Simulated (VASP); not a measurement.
# F: single point with PBE

Crystal: F.

```
F
1.0
     2.75000   -1.64000    0.00000
     2.75000    1.64000    0.00000
    -1.53472    0.00000    7.11639
F
4
Direct
  0.96800 0.60200 0.09970
  0.39800 0.03200 0.40030
  0.03200 0.39800 0.90030
  0.60200 0.96800 0.59970
```

```json
{"Program": "VASP 6.6.1", "Task": "single point", "Functional": "PBE", "Potentials or basis": "VASP PAW PBE potentials, release 64 (F)", "Cutoff": "520 eV", "k mesh": "4 × 4 × 1", "Occupations": "gaussian, width 0.02 eV", "Spin": "no spin polarisation"}
```

```json
{
  "Pressure": "-4.1 GPa",
  "Largest force": "1.644 eV/Å",
  "Band gap on the k mesh": "1.93 eV"
}
```

Forces in eV/Å, atoms in the order of the input:
```
F   -0.136 -0.499 -1.560
F    0.136 -0.499  1.560
F    0.136  0.499  1.560
F   -0.136  0.499 -1.560
```

Stress tensor (GPa, compression positive):
```
  0.20   0.00  -0.56
  0.00  -0.87   0.00
 -0.56   0.00 -11.52
```

Levels at points of the mesh, in eV from the valence-band top:
```csv
k point,band 12,band 13,band 14,band 15,band 16,band 17
"(0.00, 0.00, 0.00)",-0.18,-0.11,0.00,1.93,2.89,9.41
"(0.50, 0.00, 0.00)",-0.53,-0.19,-0.15,2.52,2.52,13.92
"(0.50, 0.50, 0.00)",-0.43,-0.41,-0.11,2.40,2.62,14.24
```

It took 5.9 s on 1 thread of Intel(R) Xeon(R) Platinum 8488C (Sapphire Rapids), with other jobs on the host, peak memory 0.16 GiB.

Caveat: the k points lie up to 0.88 Å⁻¹ apart; an odd mesh through Γ misses points on the zone boundary, where band edges can lie; forces of over 1 eV/Å act on the atoms, so gaps and moduli don't describe the material at rest. As with any semilocal functional, this PBE gap is likely too small.
